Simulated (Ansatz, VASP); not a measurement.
# One calculation of Si2Ni, two programs

```
Si Ni
1.0
     0.00000    2.69567    2.69567
     2.69567    0.00000    2.69567
     2.69567    2.69567    0.00000
Si Ni
2 1
Direct
  0.25000 0.25000 0.25000
  0.75000 0.75000 0.75000
  0.00000 0.00000 0.00000
```

Alike in both runs: functional PBEsol; k mesh 14 × 14 × 14; occupations gaussian, width 0.1 eV; no spin polarisation.

Ansatz relaxed the structure, and its values are those at the end. VASP's run is a single point on that final structure, the one shown.

```csv
,VASP,Ansatz
version,VASP 6.6.1,Ansatz 0.2.0
potentials or method,"VASP PAW PBE potentials, release 64 (Si, Ni), cutoff 600 eV","scalar-relativistic, plane waves, PAW"
valence electrons in the cell,18,26
```

|  | VASP | Ansatz | Ansatz less VASP |
| --- | --- | --- | --- |
| gap on the k mesh at the Fermi level (eV) | none | none | - |
| pressure (GPa) | 0.0 | 0.0 | -0.04 |

VASP's potentials were made for PBE, not for PBEsol. A gap of «none» marks a metal or a gap that the smearing closes. VASP's potentials hold 18 valence electrons a cell and Ansatz's 26, so a difference there can come from the potentials and not from the codes.
